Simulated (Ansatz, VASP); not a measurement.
Bi2Te3 in VASP and in Ansatz

```
CELL_PARAMETERS angstrom
2.23601 1.29096 10.36505
-2.23601 1.29096 10.36505
0.00000 -2.58192 10.36505
ATOMIC_POSITIONS crystal
Bi 0.40000 0.40000 0.40000
Bi 0.60000 0.60000 0.60000
Te 0.00000 0.00000 0.00000
Te 0.20950 0.20950 0.20950
Te 0.79050 0.79050 0.79050
```

Change from the starting cell: volume scaled by 1.06, crystal datasets.

Alike in both runs: task electric field gradients; functional PBEsol; k mesh 7 × 7 × 7; occupations fermi-dirac, width 0.08 eV; no spin polarisation.

|  | VASP | Ansatz |
| --- | --- | --- |
| version | VASP 6.6.1 | Ansatz 0.2.0 |
| potentials or method | VASP PAW PBE potentials, release 64 (Bi_d, Te), cutoff 520 eV | all-electron PAW with datasets made for the crystal, scalar-relativistic |

```tsv
	VASP	Ansatz	Ansatz less VASP
pressure (GPa)	-3.2	-3.2	+0.01
traceless stress, the component that is largest in VASP (GPa)	-0.31	-0.31	-0.003
rms of the force components (eV/Å)	0.169	0.174	+0.0052
size of Vzz on the site where it differs most (V/Å²)	92.4	97.1	+4.63
```

VASP's potentials were made for PBE, not for PBEsol. Atom by atom the forces differ by 0.005 eV/Å (rms over components). Ansatz ran all-electron here, and VASP with PAW potentials.

Spin-orbit coupling is off throughout.
